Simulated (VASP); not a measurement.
Write the native input for VASP 6.6.1 that does the following.

| Item | Value |
| --- | --- |
| Task | single point |
| Functional | PBEsol |
| Potentials or basis | VASP PAW PBE potentials, release 64 (In_d, Sb) |
| Cutoff | 520 eV |
| k mesh | 4 × 4 × 4 |
| Occupations | gaussian, width 0.1 eV |
| Spin | no spin polarisation |
| Dipole correction | no |
| Further INCAR settings | ALGO = Normal; EDIFF = 1e-06; NBANDS = 16 |

The structure of InSb lies in POSCAR:

```
InSb
1.0
    0.0000000000      3.2599290538      3.2599290538
    3.2599290538      0.0000000000      3.2599290538
    3.2599290538      3.2599290538      0.0000000000
In Sb
1 1
Direct
    0.0000000000      0.0000000000      0.0000000000
    0.2500000000      0.2500000000      0.2500000000
```

One way to write it, as run:

INCAR

```
ALGO = Normal
EDIFF = 1E-6
ENCUT = 520
GGA = PS
ISIF = 2
ISMEAR = 0
LASPH = T
LCHARG = T
LELF = T
LREAL = F
LVHAR = T
LWAVE = F
NBANDS = 16
NELM = 100
PREC = Accurate
SIGMA = 0.1
```

KPOINTS

```
k-points
0
Gamma
  4 4 4
```

Potentials or basis: VASP PAW PBE potentials, release 64 (In_d, Sb).

The run is started by

```console
$ cat potpaw_PBE.64/In_d/POTCAR potpaw_PBE.64/Sb/POTCAR > POTCAR
$ mpirun -np 1 vasp_std > vasp.out
```

It gave:

| Property | Result |
| --- | --- |
| Pressure | 0.5 GPa |
| Band gap on the k mesh | zero (filled and empty bands touch) |

Caveat: the k points lie up to 0.42 Å⁻¹ apart; the PAW data sets were made with another functional, which shifts forces and pressure a little; spin-orbit coupling is left out, which moves the levels of the heavy elements.

It took 22 s on 1 thread of Intel Xeon 8259CL (shared host), peak memory 0.2 GiB.
